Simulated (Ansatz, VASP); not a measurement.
One calculation of InP, two programs

```
CELL_PARAMETERS angstrom
0.00000 2.77016 2.81171
2.77016 0.00000 2.81171
2.77016 2.77016 0.00000
ATOMIC_POSITIONS crystal
In 0.00000 0.00000 0.00000
P 0.50000 0.50000 0.50000
```

Change from the starting cell: strain +0.000 along x and y, +0.015 along z, atoms carried along.

Alike in both runs: task single point; functional PBE; k mesh 18 × 18 × 18; occupations gaussian, width 0.15 eV; no spin polarisation.

```csv
,VASP,Ansatz
version,VASP 6.6.1,Ansatz 0.2.0
potentials or method,"VASP PAW PBE potentials, release 64 (In_d, P), cutoff 520 eV","scalar-relativistic, plane waves, PAW"
valence electrons in the cell,18,18
```

|  | VASP | Ansatz | Ansatz less VASP |
| --- | --- | --- | --- |
| gap on the k mesh at the Fermi level (eV) | none | none | - |
| pressure (GPa) | -1.1 | -1.0 | +0.05 |
| traceless stress, the component that is largest in VASP (GPa) | -0.96 | -0.96 | -0.004 |

A gap of «none» marks a metal or a gap that the smearing closes.
